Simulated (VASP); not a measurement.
Write the native input for VASP 6.6.1 that does the following.

* Task: single point
* Functional: PBE
* Potentials or basis: VASP PAW PBE potentials, release 64 (B, N)
* Cutoff: 520 eV
* k mesh: 16 × 16 × 16
* Occupations: gaussian, width 0.05 eV
* Spin: no spin polarisation
* Dipole correction: no
* Further INCAR settings: ALGO = Normal; EDIFF = 1e-06; NBANDS = 11

The structure of BN lies in POSCAR:

```
BN
1.0
    0.0000000000      1.8123426903      1.8123426903
    1.8123426903      0.0000000000      1.8123426903
    1.8123426903      1.8123426903      0.0000000000
B N
1 1
Direct
    0.0000000000      0.0000000000      0.0000000000
    0.7500000000      0.7500000000      0.7500000000
```

The input as run:

INCAR

```
  PREC = Accurate
  ENCUT = 520
  EDIFF = 1E-6
  ISMEAR = 0
  SIGMA = 0.05
  LREAL = False
  LASPH = True
  NELM = 60
  ALGO = Normal
  ISIF = 2
  LWAVE = False
  LCHARG = True
  GGA = PE
  LELF = True
  LVHAR = True
  NBANDS = 11
```

KPOINTS

```
Automatic mesh
0
Gamma
  16 16 16
```

Potentials or basis: VASP PAW PBE potentials, release 64 (B, N).

The run is started by

```bash
$ cat potpaw_PBE.64/B/POTCAR potpaw_PBE.64/N/POTCAR > POTCAR
$ mpirun -np 1 vasp_std > vasp.out
```

It gave:

```
Pressure               : 0.2 GPa
Band gap on the k mesh : 4.45 eV, indirect (least direct gap 8.78 eV)
```

Run time: 7.2 s on 1 thread of Intel(R) Xeon(R) 6975P-C (Granite Rapids), on a shared host, peak memory 0.13 GiB.
